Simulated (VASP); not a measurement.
# Mg5ZnO6 (P1) in VASP: relaxation of cell and atoms with PBE

Aim: the relaxation of cell and atoms of Mg5ZnO6 with PBE.

All numbers are computed with VASP 6.6.1; they aren't measurements. Logs are shortened: lines on timing, memory, paths and dates and some standing lists are left out, and cuts for length are marked.

### Step 1. The cell of the first run

The typed cell holds 12 atoms: a = 3.001 Å, b = 3.037 Å, c = 14.789 Å, α = 90.13°, β = 90.18°, γ = 117.12°.

### Step 2. Relaxation of cell and atoms, PBE

File INCAR:

```
SYSTEM = Mg5ZnO6
PREC = Accurate
ENCUT = 600
EDIFF = 1E-6
ISMEAR = 0
SIGMA = 0.1
LREAL = .False.
LASPH = .True.
NELM = 80
ALGO = Normal
ISIF = 3
LWAVE = .False.
LCHARG = .False.
GGA = PE
IBRION = 2
NSW = 80
EDIFFG = -0.025
```

File KPOINTS:

```
regular mesh
0
Gamma
  6 6 1
  0 0 0
```

File POSCAR:

```
Mg5ZnO6
1.0
    3.0000253289      0.0653692224     -0.0045807936
   -1.4434013080      2.6725403778     -0.0033215521
   -0.0224083334     -0.0316994639     14.7893543481
Mg Zn O
5 1 6
Direct
    0.3503760197      0.6804346249      0.8287273847
    0.6693443687      0.2808450481      0.1727342165
    0.3575202125      0.7409560822      0.3294231812
    0.0163865734      0.0178285374      0.5045893193
    0.6474550056      0.3652007479      0.6712454645
   -0.0577920545     -0.0085567995      0.0025100270
    0.7012566886      0.3089940451      0.9047876479
    0.2787062234      0.6217905526      0.0937998821
   -0.0145201860      0.0323441564      0.2430689438
    0.7037180339      0.3778009829      0.4175065482
    0.3400371837      0.6219738012      0.5899208908
    0.0075119309     -0.0396117792      0.7416864941
```

Potentials or basis: VASP PAW PBE potentials, release 64 (Mg, Zn, O).

Launch:

```sh
$ cat potpaw_PBE.64/Mg/POTCAR potpaw_PBE.64/Zn/POTCAR potpaw_PBE.64/O/POTCAR > POTCAR
$ mpirun -np 1 vasp_std > vasp.out
```

OUTCAR:

```text
SYSTEM = Mg5ZnO6
   PREC = Accurate
   ENCUT = 600
   EDIFF = 1E-6
   ISMEAR = 0
   LREAL = .False.
   LASPH = .True.
   NELM = 80
   ISIF = 3
   GGA = PE
   IBRION = 2
   NSW = 80
   EDIFFG = -0.025

 ion  position               nearest neighbor table
   1  0.350  0.680  0.829-   7 2.04  12 2.06   7 2.09   7 2.17  12 2.18  12 2.33   5 2.81   5 2.98
                             5 2.98   6 3.01   6 3.17   6 3.19
   2  0.669  0.281  0.173-   9 1.79   8 2.02   9 2.11   8 2.14   8 2.22   9 2.28   3 2.75   6 2.91
                             3 2.99   3 3.06   6 3.17   6 3.18
   3  0.358  0.741  0.329-   9 2.11   9 2.13  10 2.16  10 2.19  10 2.24   9 2.30   2 2.75   2 2.99
                             4 3.04   2 3.06   4 3.13   4 3.25
   4  0.016  0.018  0.505-  11 2.06  10 2.15  10 2.16  11 2.23  11 2.25  10 2.25   5 2.99   3 3.04
                             5 3.04   5 3.08   3 3.13   3 3.25
   5  0.647  0.365  0.671-  11 1.89  12 1.93  12 2.04  11 2.22  12 2.23  11 2.34   1 2.81   1 2.98
                             1 2.98   4 2.99   4 3.04   4 3.08
   6  0.942  0.991  0.003-   7 2.04   8 2.17   8 2.24   8 2.27   7 2.35   7 2.50   2 2.91   1 3.01
                             1 3.17   2 3.17   2 3.18   1 3.19
   7  0.701  0.309  0.905-   1 2.04   6 2.04   1 2.09   1 2.17   6 2.35   6 2.50
   8  0.279  0.622  0.094-   2 2.02   2 2.14   6 2.17   2 2.22   6 2.24   6 2.27
   9  0.985  0.032  0.243-   2 1.79   3 2.11   2 2.11   3 2.13   2 2.28   3 2.30
  10  0.704  0.378  0.418-   4 2.15   3 2.16   4 2.16   3 2.19   3 2.24   4 2.25
  11  0.340  0.622  0.590-   5 1.89   4 2.06   5 2.22   4 2.23   4 2.25   5 2.34
  12  0.008  0.960  0.742-   5 1.93   5 2.04   1 2.06   1 2.18   5 2.23   1 2.33

  LATTYP: Found a triclinic cell.
 ALAT       =     3.0007409240
 B/A-ratio  =     1.7168536485
 C/A-ratio  =     4.9285845300
 COS(alpha) =     0.0004665447
 COS(beta)  =     0.0030880412
 COS(gamma) =     0.8512646592

  Lattice vectors:

 A1 = (   3.0000253289,   0.0653692224,  -0.0045807936)
 A2 = (   4.4434266369,  -2.6071711554,  -0.0012592415)
 A3 = (   0.0224083334,   0.0316994639, -14.7893543481)

Analysis of symmetry for initial positions (statically):
=====================================================================
 Subroutine PRICEL returns:
 Original cell was already a primitive cell.

 Routine SETGRP: Setting up the symmetry group for a
 triclinic supercell.

 Subroutine GETGRP returns: Found  1 space group operations
 (whereof  1 operations were pure point group operations)
 out of a pool of  2 trial point group operations.

The static configuration has the point symmetry C_1 .

Analysis of symmetry for dynamics (positions and initial velocities):
=====================================================================
 Subroutine PRICEL returns:
 Original cell was already a primitive cell.

 Routine SETGRP: Setting up the symmetry group for a
 triclinic supercell.

 Subroutine GETGRP returns: Found  1 space group operations
 (whereof  1 operations were pure point group operations)
 out of a pool of  2 trial point group operations.

The dynamic configuration has the point symmetry C_1 .

 Subroutine INISYM returns: Found  1 space group operations
 (whereof  1 operations are pure point group operations),
 and found     1 'primitive' translations

----------------------------------------------------------------------------------------

                                     Primitive cell

  volume of cell :     119.9711

  direct lattice vectors                    reciprocal lattice vectors
     3.000025329  0.065369222 -0.004580794     0.329454740  0.177934946  0.000880564
    -1.443401308  2.672540378 -0.003321552    -0.008057137  0.369825249  0.000780475
    -0.022408333 -0.031699464 14.789354348     0.000100234  0.000138172  0.067616652

  length of vectors
     3.000740924  3.037415092 14.789405296     0.374435637  0.369913830  0.067616867

  position of ions in fractional coordinates (direct lattice)
     0.350376020  0.680434625  0.828727385
     0.669344369  0.280845048  0.172734216
     0.357520212  0.740956082  0.329423181
     0.016386573  0.017828537  0.504589319
     0.647455006  0.365200748  0.671245464
     0.942207946  0.991443201  0.002510027
     0.701256689  0.308994045  0.904787648
     0.278706223  0.621790553  0.093799882
     0.985479814  0.032344156  0.243068944
     0.703718034  0.377800983  0.417506548
     0.340037184  0.621973801  0.589920891
     0.007511931  0.960388221  0.741686494

  ion indices of the primitive-cell ions
   primitive index   ion index
                 1           1
                 2           2
                 3           3
                 4           4
                 5           5
                 6           6
                 7           7
                 8           8
                 9           9
                10          10
                11          11
                12          12

----------------------------------------------------------------------------------------

 KPOINTS: regular mesh

Automatic generation of k-mesh.
 Grid dimensions read from file:
 generate k-points for:    6    6    1

 Generating k-lattice:

  Cartesian coordinates                     Fractional coordinates (reciprocal lattice)
     0.054909123  0.029655824  0.000146761     0.166666667  0.000000000  0.000000000
    -0.001342856  0.061637542  0.000130079    -0.000000000  0.166666667 -0.000000000
     0.000100234  0.000138172  0.067616652     0.000000000 -0.000000000  1.000000000

  Length of vectors
     0.062405939  0.061652305  0.067616867

  Shift w.r.t. Gamma in fractional coordinates (k-lattice)
     0.000000000  0.000000000  0.000000000

 Subroutine IBZKPT returns following result:
 ===========================================

 Found     20 irreducible k-points:

 Following reciprocal coordinates:
            Coordinates               Weight
  0.000000  0.000000  0.000000      1.000000
  0.166667 -0.000000  0.000000      2.000000
  0.333333 -0.000000 -0.000000      2.000000
  0.500000 -0.000000 -0.000000      1.000000
 -0.000000  0.166667 -0.000000      2.000000
  0.166667  0.166667 -0.000000      2.000000
[... 12 lines left out ...]
  0.333333  0.500000 -0.000000      2.000000
  0.500000  0.500000 -0.000000      1.000000
   k-points           NKPTS =     20   k-points in BZ     NKDIM =     20   number of bands    NBANDS=     36
   number of dos      NEDOS =    301   number of ions     NIONS =     12
   total plane-waves  NPLWV =  69120
   dimension x,y,z NGX =    24 NGY =   24 NGZ =  120
   dimension x,y,z NGXF=    48 NGYF=   48 NGZF=  240
   ions per type =               5   1   6
   NGX,Y,Z   is equivalent  to a cutoff of  13.30, 13.14, 13.49 a.u.
   NGXF,Y,Z  is equivalent  to a cutoff of  26.59, 26.27, 26.98 a.u.
 SYSTEM =  Mg5ZnO6
   PREC   = accura    normal or accurate (medium, high low for compatibility)
   ISTART =      0    job   : 0-new  1-cont  2-samecut
   ICHARG =      2    charge: 1-file 2-atom 10-const
   ISPIN  =      1    spin polarized calculation?
   LNONCOLLINEAR =      F non collinear calculations
   LSORBIT =      F    spin-orbit coupling
   LASPH  =      T    aspherical Exc in radial PAW
   ENCUT  =  600.0 eV  44.10 Ry    6.64 a.u.   5.99  6.07 29.54*2*pi/ulx,y,z
   NELM   =     80;   NELMIN=  2; NELMDL= -5     # of ELM steps
   EDIFF  = 0.1E-05   stopping-criterion for ELM
   LREAL  =      F    real-space projection
   EDIFFG = -.3E-01   stopping-criterion for IOM
   NSW    =     80    number of steps for IOM
   IBRION =      2    ionic relax: 0-MD 1-quasi-New 2-CG
   NFREE  =      1    steps in history (QN), initial steepest desc. (CG)
   ISIF   =      3    stress and relaxation
   ISYM   =      2    0-nonsym 1-usesym 2-fastsym
   POTIM  = 0.5000    time-step for ionic-motion
   TEBEG  =    0.0;   TEEND  =   0.0 temperature during run
   PSTRESS=    0.0 pullay stress
   NELECT =      58.0000    total number of electrons
   NUPDOWN=      -1.0000    fix difference up-down
   EMIN   =  10.00;   EMAX   =-10.00  energy-range for DOS
   EFERMI =   0.00;   METHOD = LEGACY
   ISMEAR =     0;   SIGMA  =   0.10  broadening in eV -4-tet -1-fermi 0-gaus
   EFERMI_NEDOS =   21; number of points for ismear=-14 and -15
   IALGO  =     38    algorithm
   IMIX   =      4    mixing-type and parameters
     AMIX     =   0.40;   BMIX     =  1.00
     AMIX_MAG =   1.60;   BMIX_MAG =  1.00
  volume/ion in A,a.u.               =      10.00        67.47
  Fermi-wavevector in a.u.,A,eV,Ry     =   1.284868  2.428049 22.461678  1.650887
  Thomas-Fermi vector in A             =   2.417037
   LORBIT       =      0    0 simple, 1 ext, 2 COOP (PROOUT), +10 PAW based schemes
   GGA     = PE    functional components
   LHFCALC =     F    Hartree Fock is set to
   AEXX    =    0.0000 exact exchange contribution
   IVDW    =     0    specifies the selected vdW correction
   LEPSILON=     F    determine dielectric tensor
   LRPA    =     F    only Hartree local field effects (RPA)
 conjugate gradient relaxation of ions
 non-spin polarized calculation
 Gauss-broadening in eV      SIGMA  =   0.10
  energy-cutoff  :      600.00
  volume of cell :      119.97
 maximum number of plane-waves:      4042
   NGX = 11   NGY = 13   NGZ = 59

--------------------------------------- Ionic step        1  -------------------------------------------

 number of electron      58.0000000 magnetization

 Free energy of the ion-electron system (eV)
  ---------------------------------------------------
  ext. energy  EPLUGINS =         0.00000000
  ---------------------------------------------------
  free energy    TOTEN  =       -66.78132953 eV

  energy without entropy =      -66.78132953  energy(sigma->0) =      -66.78132953

------------------------ aborting loop because EDIFF is reached ----------------------------------------

  FORCE on cell =-STRESS in cart. coord.  units (eV):
  Direction    XX          YY          ZZ          XY          YZ          ZX
  --------------------------------------------------------------------------------------
  -------------------------------------------------------------------------------------
  Total        2.1803714     -4.3263198      2.2056641     -3.6344166      0.3699172      0.7943185
  in kB       29.1181975    -57.7766867     29.4559738    -48.5365297      4.9401316     10.6078823
  external PRESSURE =       0.2658282 kB  Pullay stress =       0.0000000 kB
[... 119 lines left out ...]
  FREE ENERGIE OF THE ION-ELECTRON SYSTEM (eV)
  ---------------------------------------------------
  free  energy   TOTEN  =       -67.7988013202 eV

  energy  without entropy=      -67.7988013202  energy(sigma->0) =      -67.79880132

[... ionic steps 4 to 23 ...]

--------------------------------------- Ionic step       24  -------------------------------------------

 number of electron      58.0000009 magnetization

------------------------ aborting loop because EDIFF is reached ----------------------------------------
[... 87 lines left out ...]
--------------------------------------- Ionic step       26  -------------------------------------------

 number of electron      58.0000012 magnetization

 Free energy of the ion-electron system (eV)
  ---------------------------------------------------
  ext. energy  EPLUGINS =         0.00000000
  ---------------------------------------------------
  free energy    TOTEN  =       -68.22058681 eV

  energy without entropy =      -68.22058681  energy(sigma->0) =      -68.22058681

 E-fermi :   3.5434     XC(G=0): -11.1608

 val. band max:        3.0407296892   @ k =   0.0000   0.0000   0.0000
 cond. band min:       6.3473058951   @ k =   0.0000   0.0000   0.0000
 fundamental gap:      3.3065762059
 Fermi energy:         3.5434138860

 k-point     1 :       0.0000    0.0000    0.0000
  band No.  band energies     occupation
      1     -14.5081      2.00000
      2     -14.1575      2.00000
      3     -14.1404      2.00000
      4     -13.6143      2.00000
      5     -13.4842      2.00000
      6     -13.1645      2.00000
[... 808 lines left out ...]
  FREE ENERGIE OF THE ION-ELECTRON SYSTEM (eV)
  ---------------------------------------------------
  free  energy   TOTEN  =       -68.2205868052 eV

  energy  without entropy=      -68.2205868052  energy(sigma->0) =      -68.22058681

 reached required accuracy - stopping structural energy minimisation
```

It took 32 min on 1 thread of Intel Xeon Platinum 8259CL at 2.50GHz (Skylake/Cascade Lake), shared host; peak memory 0.31 GiB.

Results:

```
Free energy                           : -68.2206 eV
Relaxed volume                        : 9.67 Å³/atom
Relaxed cell                          : a = 3.014 Å, b = 3.014 Å, c = 14.746 Å, α = 89.99°, β = 90.02°, γ = 120.00°
Space group after relaxing (to 0.1 Å) : P-3m1 (No. 164)
Energy gained by relaxing             : 119.9 meV/atom
Ionic steps                           : 26
Pressure after relaxing               : 0.0 GPa
Largest force after relaxing          : 0.022 eV/Å
Band gap on the k mesh                : 3.31 eV
```

Forces on the atoms (eV/Å):
```
Mg  -0.003  0.002 -0.010
Mg   0.005  0.002 -0.002
Mg   0.009 -0.002 -0.004
Mg  -0.001  0.003 -0.002
Mg   0.001 -0.001  0.006
Zn  -0.001 -0.017  0.014
O   -0.007  0.001 -0.003
O   -0.002  0.003  0.008
O    0.006  0.000  0.001
O    0.000  0.000  0.001
O   -0.003  0.004 -0.004
O   -0.004  0.005 -0.004
```

Step by step:
| step | energy change (eV) | largest force (eV/Å) | pressure (GPa) | volume (Å³) |
| --- | --- | --- | --- | --- |
| 1 | 0.0000 | 3.6689 | 0.03 | 119.97 |
| 2 | -1.0175 | 1.4313 | -3.40 | 119.94 |
| 3 | -1.0175 | 1.4265 | -3.40 | 119.95 |
| 4 | -1.2977 | 0.5774 | 0.40 | 116.30 |
| 5 | -1.2989 | 0.6006 | 0.71 | 116.05 |
| 6 | -1.3616 | 0.3421 | 0.19 | 116.20 |
| 7 | -1.3705 | 0.4323 | 0.02 | 116.27 |
| 8 | -1.4022 | 0.2159 | -0.27 | 116.37 |
| 9 | -1.4047 | 0.2282 | -0.34 | 116.40 |
| 10 | -1.4178 | 0.1595 | 0.09 | 116.02 |
| 11 | -1.4205 | 0.2115 | 0.41 | 115.76 |
| 12 | -1.4293 | 0.1108 | 0.00 | 116.03 |
| 13 | -1.4296 | 0.1254 | -0.10 | 116.09 |
| 14 | -1.4329 | 0.0820 | -0.05 | 116.04 |
| 15 | -1.4331 | 0.1367 | -0.02 | 116.03 |
| 16 | -1.4354 | 0.0537 | 0.06 | 115.97 |
| 17 | -1.4354 | 0.0595 | 0.07 | 115.96 |
| 18 | -1.4366 | 0.0577 | -0.06 | 116.04 |
| 19 | -1.4367 | 0.0709 | -0.12 | 116.09 |
| 20 | -1.4376 | 0.0389 | 0.01 | 116.00 |
| 21 | -1.4378 | 0.0587 | 0.12 | 115.92 |
| 22 | -1.4384 | 0.0464 | 0.08 | 115.94 |
| 23 | -1.4386 | 0.0468 | 0.02 | 115.97 |
| 24 | -1.4390 | 0.0360 | -0.02 | 116.00 |
| 25 | -1.4391 | 0.0367 | -0.04 | 116.02 |
| 26 | -1.4393 | 0.0219 | 0.01 | 115.99 |

Final structure:
```xyz
12
Lattice="3.0137 0.0002 -0.0004 -1.5069 2.6100 0.0003 -0.0024 -0.0002 14.7464" Properties=species:S:1:pos:R:3 pbc="T T T"
Mg    0.0035    1.7393   12.2693
Mg    1.5019    0.8711    2.4771
Mg   -0.0064    1.7398    4.9266
Mg    1.5049    2.6076    7.3738
Mg    1.5077    0.8678    9.8205
Zn   -0.0004    0.0069   14.7450
O     1.5108    0.8711   13.4618
O    -0.0028    1.7419    1.2829
O     3.0078    0.0005    3.7026
O     1.5030    0.8687    6.1502
O    -0.0003    1.7371    8.5974
O    -1.5042    2.6077   11.0443
```

Caveat: the k points lie up to 0.43 Å⁻¹ apart in the final cell.
